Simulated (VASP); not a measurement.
Wanted: the native input for a VASP 6.6.1 run.

| Property | Result |
| --- | --- |
| Task | single point |
| Functional | PBE |
| Potentials or basis | VASP PAW PBE potentials, release 64 (Co, Si) |
| Cutoff | 520 eV |
| k mesh | 15 × 15 × 15 |
| Occupations | fermi-dirac, width 0.1 eV |
| Spin | no spin polarisation |
| Dipole correction | no |
| Further INCAR settings | ALGO = Normal; EDIFF = 1e-07; NBANDS = 14 |

The structure of CoSi (rocksalt type) lies in POSCAR:

```
CoSi
1.0
    0.0000000000      2.2169224690      2.2169224690
    2.2169224690      0.0000000000      2.2169224690
    2.2169224690      2.2169224690      0.0000000000
Co Si
1 1
Direct
    0.0000000000      0.0000000000      0.0000000000
    0.5000000000      0.5000000000      0.5000000000
```

The input as run:

INCAR

```
SYSTEM = CoSi
ALGO = Normal
EDIFF = 1E-7
ENCUT = 520
GGA = PE
ISIF = 2
ISMEAR = -1
LASPH = .True.
LCHARG = .False.
LREAL = .False.
LWAVE = .False.
NBANDS = 14
NELM = 60
PREC = Accurate
SIGMA = 0.1
```

KPOINTS

```
k-points
0
Gamma
  15 15 15
  0 0 0
```

Potentials or basis: VASP PAW PBE potentials, release 64 (Co, Si).

Launch:

```bash
$ cat potpaw_PBE.64/Co/POTCAR potpaw_PBE.64/Si/POTCAR > POTCAR
$ mpirun -np 1 vasp_std > vasp.out
```

Results of the run:

```yaml
Pressure: 34.1 GPa
```

Run time: 10 s on 1 thread of Intel(R) Xeon(R) 6975P-C (Granite Rapids), with other jobs on the host, peak memory 0.16 GiB.
